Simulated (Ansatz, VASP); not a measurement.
# One calculation of BN, two programs

```xyz
4
Lattice="2.5539 0.0000 0.0000 -1.2770 2.2118 0.0000 0.0000 0.0000 4.2269" Properties=species:S:1:pos:R:3 pbc="T T T"
B     1.2770    0.7373    4.2257
B     0.0000    1.4745    2.1123
N     1.2063    0.6665    2.4430
N     0.0000    1.4745    0.5295
```

Alike in both runs: task single point; functional PBE; k mesh 12 × 12 × 6; occupations gaussian, width 0.05 eV; no spin polarisation.

```csv
,VASP,Ansatz
version,VASP 6.6.1,Ansatz 0.2.0
potentials or method,"VASP PAW PBE potentials, release 64 (B, N), cutoff 520 eV","scalar-relativistic, plane waves, PAW"
valence electrons in the cell,16,16
```

|  | VASP | Ansatz | Ansatz less VASP |
| --- | --- | --- | --- |
| gap on the k mesh at the Fermi level (eV) | 4.91 | 4.92 | +0.007 |
| least direct gap on the mesh (eV) | 6.57 | 6.56 | -0.001 |
| pressure (GPa) | 9.2 | 9.0 | -0.21 |
| traceless stress, the component that is largest in VASP (GPa) | -6.77 | -6.78 | -0.014 |
| rms of the force components (eV/Å) | 2.418 | 2.414 | -0.0043 |

Atom by atom the forces differ by 0.008 eV/Å (rms over components). With one functional, cell and mesh, what is left measures potentials, basis and numerics.
